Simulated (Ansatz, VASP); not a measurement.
**Two plane-wave programs on PtS2**

```
Pt S
1.0
     3.57156    0.00000    0.00000
    -1.78578    3.09306    0.00000
     0.00000    0.00000    4.76723
Pt S
1 2
Cartesian
  0.0000 0.0000 0.0000
  0.0000 2.0620 1.1967
  1.7858 1.0310 3.5706
```

Alike in both runs: functional PBEsol; k mesh 12 × 12 × 8; occupations gaussian, width 0.02 eV; no spin polarisation.

Ansatz relaxed the structure, and its values are those at the end. VASP's run is a single point on that final structure, the one shown.

|  | VASP | Ansatz |
| --- | --- | --- |
| version | VASP 6.6.1 | Ansatz 0.2.0 |
| potentials or method | VASP PAW PBE potentials, release 64 (Pt, S), cutoff 520 eV | scalar-relativistic, plane waves, PAW |
| valence electrons in the cell | 22 | 30 |

```tsv
	VASP	Ansatz	Ansatz less VASP
gap on the k mesh at the Fermi level (eV)	0.25	0.24	-0.009
least direct gap on the mesh (eV)	0.67	0.67	-0.008
pressure (GPa)	-0.3	0.0	+0.27
rms of the force components (eV/Å)	0.012	0.000	-0.0116
```

VASP's potentials were made for PBE, not for PBEsol. With one functional, cell and mesh, what is left measures potentials, basis and numerics. VASP's potentials hold 22 valence electrons a cell and Ansatz's 30, so a difference there can come from the potentials and not from the codes.

Neither program's run includes spin-orbit coupling.
